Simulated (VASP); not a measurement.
# CoSi2 (Fm-3m) in VASP: a series of runs, part 2 of 2

VASP 6.6.1. The steps go on from the part before.

### Step 3. Single point, PBE, collinear spin, ferromagnetic start

This run uses another cell than the first one, of 11.81 Å³/atom, 0.821 times its volume.

INCAR

```
ALGO = Normal ; EDIFF = 1E-6
ENCUT = 520 ; GGA = PE
ISIF = 2 ; ISMEAR = 0
ISPIN = 2 ; LASPH = T
LCHARG = F ; LMAXMIX = 4
LORBIT = 11 ; LREAL = F
LWAVE = F ; MAGMOM = 0.275 0 0
NBANDS = 20 ; NELM = 150
NUPDOWN = 0.275 ; PREC = Accurate
SIGMA = 0.15
```

KPOINTS

```
k-points
0
Gamma
  14 14 14
```

POSCAR

```
CoSi2
1.0
    0.0000000000      2.6066888915      2.6066888915
    2.6066888915      0.0000000000      2.6066888915
    2.6066888915      2.6066888915      0.0000000000
Co Si
1 2
Direct
    0.0000000000      0.0000000000      0.0000000000
    0.2500000000      0.2500000000      0.2500000000
    0.7500000000      0.7500000000      0.7500000000
```

Potentials or basis: VASP PAW PBE potentials, release 64 (Co, Si).

Launch:

```bash
> cat potpaw_PBE.64/Co/POTCAR potpaw_PBE.64/Si/POTCAR > POTCAR
> mpirun -np 1 vasp_std > vasp.out
```

OUTCAR:

```text
EDIFF = 1E-6
   ENCUT = 520
   GGA = PE
   ISIF = 2
   ISMEAR = 0
   ISPIN = 2
   LASPH = T
   LORBIT = 11
   LREAL = F
   NELM = 150
   NUPDOWN = 0.275
   PREC = Accurate

 ion  position               nearest neighbor table
   1  0.000  0.000  0.000-   3 2.26   3 2.26   3 2.26   2 2.26   3 2.26   2 2.26   2 2.26   2 2.26

   2  0.250  0.250  0.250-   1 2.26   1 2.26   1 2.26   1 2.26   3 2.61   3 2.61   3 2.61   3 2.61
                             3 2.61   3 2.61
   3  0.750  0.750  0.750-   1 2.26   1 2.26   1 2.26   1 2.26   2 2.61   2 2.61   2 2.61   2 2.61
                             2 2.61   2 2.61

  LATTYP: Found a face centered cubic cell.
 ALAT       =     5.2133777830

  Lattice vectors:

 A1 = (   0.0000000000,   2.6066888915,   2.6066888915)
 A2 = (   2.6066888915,   0.0000000000,   2.6066888915)
 A3 = (   2.6066888915,   2.6066888915,   0.0000000000)

Analysis of symmetry for initial positions (statically):
=====================================================================
 Subroutine PRICEL returns:
 Original cell was already a primitive cell.

 Routine SETGRP: Setting up the symmetry group for a
 face centered cubic supercell.

 Subroutine GETGRP returns: Found 48 space group operations
 (whereof 48 operations were pure point group operations)
 out of a pool of 48 trial point group operations.

The static configuration has the point symmetry O_h .

Analysis of symmetry for dynamics (positions and initial velocities):
=====================================================================
 Subroutine PRICEL returns:
 Original cell was already a primitive cell.

 Routine SETGRP: Setting up the symmetry group for a
 face centered cubic supercell.

 Subroutine GETGRP returns: Found 48 space group operations
 (whereof 48 operations were pure point group operations)
 out of a pool of 48 trial point group operations.

The dynamic configuration has the point symmetry O_h .

Analysis of structural, dynamic, and magnetic symmetry:
=====================================================================
 Subroutine PRICEL returns:
 Original cell was already a primitive cell.

[... 156 lines left out ...]

 E-fermi :  11.0065     XC(G=0): -12.1235

 val. band max:       11.4753683650   @ k =   0.3571   0.1429   0.0000
 cond. band min:      11.0254023130   @ k =   0.5000   0.1429   0.0714
 fundamental gap:     -0.4499660520
 Fermi energy:        11.4836102165

 spin component 1

 k-point     1 :       0.0000    0.0000    0.0000
  band No.  band energies     occupation
      1      -2.5772      1.00000
      2       6.7145      1.00000
      3       6.7145      1.00000
      4       6.7145      1.00000
      5       8.9568      1.00000
      6       8.9568      1.00000
[... 541 lines left out ...]
     19      26.5326      0.00000
     20      28.6769      0.00000

 [... further k-points ...]

 spin component 2

 k-point     1 :       0.0000    0.0000    0.0000
  band No.  band energies     occupation
      1      -2.5111      1.00000
      2       6.8159      1.00000
      3       6.8159      1.00000
      4       6.8159      1.00000
      5       9.0953      1.00000
      6       9.0953      1.00000
[... 541 lines left out ...]
     19      26.5768      0.00000
     20      28.7460      0.00000

 [... further k-points ...]

------------------------ aborting loop because EDIFF is reached ----------------------------------------

  FORCE on cell =-STRESS in cart. coord.  units (eV):
  Direction    XX          YY          ZZ          XY          YZ          ZX
  --------------------------------------------------------------------------------------
  -------------------------------------------------------------------------------------
  Total        3.9676450      3.9676450      3.9676450     -0.0000000      0.0000000     -0.0000000
  in kB      179.4509601    179.4509601    179.4509601     -0.0000000      0.0000000     -0.0000000
  external PRESSURE =     179.4509601 kB  Pullay stress =       0.0000000 kB

 VOLUME and BASIS-vectors are now :
 -----------------------------------------------------------------------------
  energy-cutoff  :      520.00
  volume of cell :       35.42
      direct lattice vectors                 reciprocal lattice vectors
     0.000000000  2.606688892  2.606688892    -0.191814221  0.191814221  0.191814221
     2.606688892  0.000000000  2.606688892     0.191814221 -0.191814221  0.191814221
     2.606688892  2.606688892  0.000000000     0.191814221  0.191814221 -0.191814221

 POSITION                                       TOTAL-FORCE (eV/Angst)
 -----------------------------------------------------------------------------------
      0.00000      0.00000      0.00000         0.000000      0.000000      0.000000
      1.30334      1.30334      1.30334         0.000000      0.000000      0.000000
      3.91003      3.91003      3.91003        -0.000000     -0.000000     -0.000000
 -----------------------------------------------------------------------------------
    total drift:                               -0.000000     -0.000000      0.000000

  FREE ENERGIE OF THE ION-ELECTRON SYSTEM (eV)
  ---------------------------------------------------
  free  energy   TOTEN  =       -19.1109204135 eV

  energy  without entropy=      -19.0998536173  energy(sigma->0) =      -19.10538702

 total charge

# of ion       s       p       d       tot
------------------------------------------
    1        0.586   0.823   7.682   9.091
    2        0.717   0.930   0.000   1.647
    3        0.717   0.930   0.000   1.647
--------------------------------------------------
tot          2.020   2.682   7.682  12.384

 magnetization (x)

# of ion       s       p       d       tot
------------------------------------------
    1        0.004   0.040   0.127   0.171
    2        0.001   0.019   0.000   0.020
    3        0.001   0.019   0.000   0.020
--------------------------------------------------
tot          0.007   0.078   0.127   0.211
```

stdout:

```text
POSCAR found type information on POSCAR CoSi
 POSCAR found :  2 types and       3 ions
 scaLAPACK will be used
 LDA part: xc-table for (Slater+PW92), standard interpolation
 POSCAR, INCAR and KPOINTS ok, starting setup
 FFT: planning ... GRIDC
 FFT: planning ... GRID_SOFT
 FFT: planning ... GRID
 WAVECAR not read
 entering main loop
```

Run time: 62 s. Hardware: 1 thread of Intel Xeon 6975P-C (Granite Rapids), shared host; peak memory 0.24 GiB.

What came out:

| Property | Result |
| --- | --- |
| Free energy | -19.1109 eV |
| Pressure | 17.9 GPa |
| Net moment | 0.28 μB per cell |
| Site moments | Co +0.17; Si +0.02 μB |
| Valence electrons inside the program's atomic spheres | Co 9.09; Si 1.65 |

Caveat: the total moment is fixed, so each spin has its own Fermi level.

### Step 4. Single point, PBE, collinear spin, ferromagnetic start

This run uses another cell than the first one, of 11.81 Å³/atom, 0.821 times its volume.

INCAR

```
SYSTEM = CoSi2
  PREC = Accurate
  ENCUT = 520
  EDIFF = 1E-6
  ISMEAR = 0
  SIGMA = 0.15
  LREAL = .False.
  LASPH = .True.
  NELM = 150
  ALGO = Normal
  ISIF = 2
  LWAVE = .False.
  LCHARG = .True.
  ISPIN = 2
  MAGMOM = 1.925 0 0
  LORBIT = 11
  NUPDOWN = 1.925
  LMAXMIX = 4
  GGA = PE
  LELF = .True.
  LVHAR = .True.
  NBANDS = 20
```

KPOINTS

```
Automatic mesh
0
Gamma
  14 14 14
  0 0 0
```

POSCAR is that of step 3.

Potentials or basis: VASP PAW PBE potentials, release 64 (Co, Si).

Launch:

```bash
> cat potpaw_PBE.64/Co/POTCAR potpaw_PBE.64/Si/POTCAR > POTCAR
> mpirun -np 1 vasp_std > vasp.out
```

OUTCAR:

```text
SYSTEM = CoSi2
   PREC = Accurate
   ENCUT = 520
   EDIFF = 1E-6
   ISMEAR = 0
   LREAL = .False.
   LASPH = .True.
   NELM = 150
   ISIF = 2
   ISPIN = 2
   LORBIT = 11
   NUPDOWN = 1.925
   GGA = PE

 ion  position               nearest neighbor table
   1  0.000  0.000  0.000-   3 2.26   3 2.26   3 2.26   2 2.26   3 2.26   2 2.26   2 2.26   2 2.26

   2  0.250  0.250  0.250-   1 2.26   1 2.26   1 2.26   1 2.26   3 2.61   3 2.61   3 2.61   3 2.61
                             3 2.61   3 2.61
   3  0.750  0.750  0.750-   1 2.26   1 2.26   1 2.26   1 2.26   2 2.61   2 2.61   2 2.61   2 2.61
                             2 2.61   2 2.61

  LATTYP: Found a face centered cubic cell.
 ALAT       =     5.2133777830

  Lattice vectors:

 A1 = (   0.0000000000,   2.6066888915,   2.6066888915)
 A2 = (   2.6066888915,   0.0000000000,   2.6066888915)
 A3 = (   2.6066888915,   2.6066888915,   0.0000000000)

[... 762 lines left out ...]
      6       9.3415      1.00000
[... 541 lines left out ...]
     19      26.7699      0.00000
     20      28.9820      0.00000

 [... further k-points ...]

------------------------ aborting loop because EDIFF is reached ----------------------------------------

  FORCE on cell =-STRESS in cart. coord.  units (eV):
  Direction    XX          YY          ZZ          XY          YZ          ZX
  --------------------------------------------------------------------------------------
  -------------------------------------------------------------------------------------
  Total        7.2224408      7.2224408      7.2224408      0.0000000      0.0000000     -0.0000000
  in kB      326.6607650    326.6607650    326.6607650      0.0000000      0.0000000     -0.0000000
  external PRESSURE =     326.6607650 kB  Pullay stress =       0.0000000 kB

 VOLUME and BASIS-vectors are now :
 -----------------------------------------------------------------------------
  energy-cutoff  :      520.00
  volume of cell :       35.42
      direct lattice vectors                 reciprocal lattice vectors
     0.000000000  2.606688892  2.606688892    -0.191814221  0.191814221  0.191814221
     2.606688892  0.000000000  2.606688892     0.191814221 -0.191814221  0.191814221
     2.606688892  2.606688892  0.000000000     0.191814221  0.191814221 -0.191814221

 POSITION                                       TOTAL-FORCE (eV/Angst)
 -----------------------------------------------------------------------------------
      0.00000      0.00000      0.00000        -0.000000      0.000000     -0.000000
      1.30334      1.30334      1.30334        -0.000000     -0.000000      0.000000
      3.91003      3.91003      3.91003         0.000000     -0.000000     -0.000000
 -----------------------------------------------------------------------------------
    total drift:                               -0.000000     -0.000000      0.000000

  FREE ENERGIE OF THE ION-ELECTRON SYSTEM (eV)
  ---------------------------------------------------
  free  energy   TOTEN  =       -17.3834116487 eV

  energy  without entropy=      -17.3625038603  energy(sigma->0) =      -17.37295775

 total charge

# of ion       s       p       d       tot
------------------------------------------
    1        0.589   0.804   7.635   9.028
    2        0.763   0.912   0.000   1.676
    3        0.763   0.912   0.000   1.676
--------------------------------------------------
tot          2.116   2.629   7.635  12.379

 magnetization (x)

# of ion       s       p       d       tot
------------------------------------------
    1        0.018   0.192   0.977   1.187
    2        0.057   0.103   0.000   0.160
    3        0.057   0.103   0.000   0.160
--------------------------------------------------
tot          0.133   0.398   0.977   1.507
```

It took 72 s on 1 thread of Intel Xeon 6975P-C (Granite Rapids), shared host; peak memory 0.24 GiB.

What came out:

```
Free energy                                           : -17.3834 eV
Pressure                                              : 32.7 GPa
Net moment                                            : 1.93 μB per cell
Site moments                                          : Co +1.19; Si +0.16 μB
Valence electrons inside the program's atomic spheres : Co 9.03; Si 1.68
```

Caveat: the total moment is fixed, so each spin has its own Fermi level.

### Step 5. Single point, PBE, collinear spin, ferromagnetic start

This run uses another cell than the first one, of 12.32 Å³/atom, 0.857 times its volume.

INCAR

```
PREC = Accurate
ENCUT = 520
EDIFF = 1E-7
ISMEAR = 0
SIGMA = 0.15
LREAL = F
LASPH = T
NELM = 150
ALGO = Normal
ISIF = 2
LWAVE = F
LCHARG = T
ISPIN = 2
MAGMOM = 1.1 0 0
LORBIT = 11
NUPDOWN = 1.1
LMAXMIX = 4
GGA = PE
LELF = T
LVHAR = T
NBANDS = 20
```

KPOINTS

```
Automatic mesh
0
Gamma
  14 14 14
```

POSCAR

```
CoSi2
1.0
    0.0000000000      2.6439758734      2.6439758734
    2.6439758734      0.0000000000      2.6439758734
    2.6439758734      2.6439758734      0.0000000000
Co Si
1 2
Direct
    0.0000000000      0.0000000000      0.0000000000
    0.2500000000      0.2500000000      0.2500000000
    0.7500000000      0.7500000000      0.7500000000
```

Launch:

```bash
> cat potpaw_PBE.64/Co/POTCAR potpaw_PBE.64/Si/POTCAR > POTCAR
> mpirun -np 1 vasp_std > vasp.out
```

Wall time 81 s (1 thread of Intel Xeon 6975P-C (Granite Rapids), shared host); peak memory 0.25 GiB.

Results (log left out):

| Quantity | Value |
| --- | --- |
| Free energy | -18.6682 eV |
| Pressure | 13.1 GPa |
| Net moment | 1.10 μB per cell |
| Site moments | Co +0.68; Si +0.09 μB |
| Valence electrons inside the program's atomic spheres | Co 8.95; Si 1.63 |

Caveat: the total moment is fixed, so each spin has its own Fermi level.

### Step 6. Single point, PBE, collinear spin, ferromagnetic start

This run uses another cell than the first one, of 12.32 Å³/atom, 0.857 times its volume.

INCAR

```
SYSTEM = CoSi2
  ALGO = Normal
  EDIFF = 1E-7
  ENCUT = 520
  GGA = PE
  ISIF = 2
  ISMEAR = 0
  ISPIN = 2
  LASPH = .TRUE.
  LCHARG = .TRUE.
  LELF = .TRUE.
  LMAXMIX = 4
  LORBIT = 11
  LREAL = .FALSE.
  LVHAR = .TRUE.
  LWAVE = .FALSE.
  MAGMOM = 0.55 0 0
  NBANDS = 20
  NELM = 150
  NUPDOWN = 0.55
  PREC = Accurate
  SIGMA = 0.15
```

KPOINTS

```
k-points
0
G
  14 14 14
  0 0 0
```

POSCAR is that of step 5.

Potentials or basis: VASP PAW PBE potentials, release 64 (Co, Si).

Launch:

```bash
> cat potpaw_PBE.64/Co/POTCAR potpaw_PBE.64/Si/POTCAR > POTCAR
> mpirun -np 1 vasp_std > vasp.out
```

It took 75 s on 1 thread of Intel Xeon 6975P-C (Granite Rapids), shared host; peak memory 0.25 GiB.

Results (log left out):

```yaml
Free_energy: -19.1358 eV
Pressure: 8.6 GPa
Net_moment: 0.55 μB per cell
Site_moments: Co +0.34; Si +0.04 μB
Valence_electrons_inside_the_program's_atomic_spheres: Co 8.96; Si 1.62
```

Caveat: the total moment is fixed, so each spin has its own Fermi level.

### Step 7. Single point, PBE, collinear spin, ferromagnetic start

This run uses another cell than the first one, of 12.32 Å³/atom, 0.857 times its volume.

INCAR

```
PREC = Accurate
ENCUT = 520
EDIFF = 1E-7
ISMEAR = 0
SIGMA = 0.15
LREAL = False
LASPH = True
NELM = 150
ALGO = Normal
ISIF = 2
LWAVE = False
LCHARG = False
ISPIN = 2
MAGMOM = 1.65 0 0
LORBIT = 11
NUPDOWN = 1.65
LMAXMIX = 4
GGA = PE
NBANDS = 20
```

KPOINTS

```
Automatic mesh
0
Gamma
  14 14 14
```

POSCAR is that of step 6.

Launch:

```bash
> cat potpaw_PBE.64/Co/POTCAR potpaw_PBE.64/Si/POTCAR > POTCAR
> mpirun -np 1 vasp_std > vasp.out
```

Wall time 82 s (1 thread of Intel Xeon 6975P-C (Granite Rapids), shared host); peak memory 0.25 GiB.

It converged, with:

| Property | Result |
| --- | --- |
| Free energy | -18.0124 eV |
| Pressure | 19.2 GPa |
| Net moment | 1.65 μB per cell |
| Site moments | Co +1.04; Si +0.13 μB |
| Valence electrons inside the program's atomic spheres | Co 8.92; Si 1.64 |

Caveat: the total moment is fixed, so each spin has its own Fermi level.

### Step 8. The runs side by side

| fixed moment (μB) | cell | pressure (GPa) | moment (μB) |
| --- | --- | --- | --- |
| 1.375 | a = 3.936 Å, angles 60.0°, 3 atoms | -8.9 | 1.38 |
| 0.275 | a = 3.686 Å, angles 60.0°, 3 atoms | 17.9 | 0.28 |
| 1.925 | a = 3.686 Å, angles 60.0°, 3 atoms | 32.7 | 1.93 |
| 1.1 | a = 3.739 Å, angles 60.0°, 3 atoms | 13.1 | 1.10 |
| 0.55 | a = 3.739 Å, angles 60.0°, 3 atoms | 8.6 | 0.55 |
| 1.65 | a = 3.739 Å, angles 60.0°, 3 atoms | 19.2 | 1.65 |

Alike in all rows: task single point; level PBE; potentials or basis VASP PAW PBE potentials, release 64 (Co, Si); spin collinear, ferromagnetic start; k mesh 14 × 14 × 14; cutoff (eV) 520; smearing gaussian 0.15 eV.

Caveats: the total moment is fixed, so each spin has its own Fermi level.

Total energies depend on the potentials used, so only differences within one code and one set of settings carry meaning.
